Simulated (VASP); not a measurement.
AlP:

```xyz
2
Lattice="0.0000 2.7391 2.7391 2.7391 0.0000 2.7391 2.7391 2.7391 0.0000" Properties=species:S:1:pos:R:3 pbc="T T T"
Al    0.0000    0.0000    0.0000
P     1.3696    1.3696    1.3696
```

Program: VASP 6.6.1. Alike in all runs: task single point; potentials or basis VASP PAW PBE potentials, release 64 (Al, P); no spin polarisation; cell as given; smearing fermi-dirac 0.02 eV.

Q: Order these runs on this cell by their band gap on the k mesh, lowest first.
A. level PBE0; k mesh 8 × 8 × 8; cutoff (eV) 400; grid for exact exchange (PRECFOCK) Normal; share of exact exchange 0.25
B. level r2SCAN; k mesh 10 × 10 × 10; cutoff (eV) 550
C. level HSE06; k mesh 8 × 8 × 8; cutoff (eV) 400; grid for exact exchange (PRECFOCK) Normal; share of exact exchange 0.25; screening parameter 0.2079 1/Å

A: B (1.93 eV), C (2.29 eV), A (2.97 eV).

A k mesh can miss the band edges.
